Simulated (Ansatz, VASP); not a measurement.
## Two plane-wave programs on Cu

```
CELL_PARAMETERS angstrom
0.00000 -1.80750 -1.80750
0.00000 1.80750 -1.80750
3.61500 0.00000 0.00000
ATOMIC_POSITIONS crystal
Cu 0.45599 0.50000 0.50000
Cu 0.04401 0.00000 0.00000
```

Change from the starting cell: mode 4 (167.2 1/cm) frozen in, largest displacement +0.113 Å.

Alike in both runs: task single point; functional PBEsol; k mesh 18 × 18 × 14; occupations gaussian, width 0.15 eV; no spin polarisation.

```csv
,VASP,Ansatz
version,VASP 6.6.1,Ansatz 0.2.0
potentials or method,"VASP PAW PBE potentials, release 64 (Cu), cutoff 520 eV","scalar-relativistic, plane waves, PAW"
valence electrons in the cell,22,38
```

```tsv
	VASP	Ansatz	Ansatz less VASP
gap on the k mesh at the Fermi level (eV)	none	none	-
pressure (GPa)	-4.0	-4.6	-0.63
traceless stress, the component that is largest in VASP (GPa)	2.01	2.00	-0.008
rms of the force components (eV/Å)	0.410	0.408	-0.0022
```

VASP's potentials were made for PBE, not for PBEsol. Atom by atom the forces differ by 0.002 eV/Å (rms over components). A gap of «none» marks a metal or a gap that the smearing closes. VASP's potentials hold 22 valence electrons a cell and Ansatz's 38, so a difference there can come from the potentials and not from the codes.
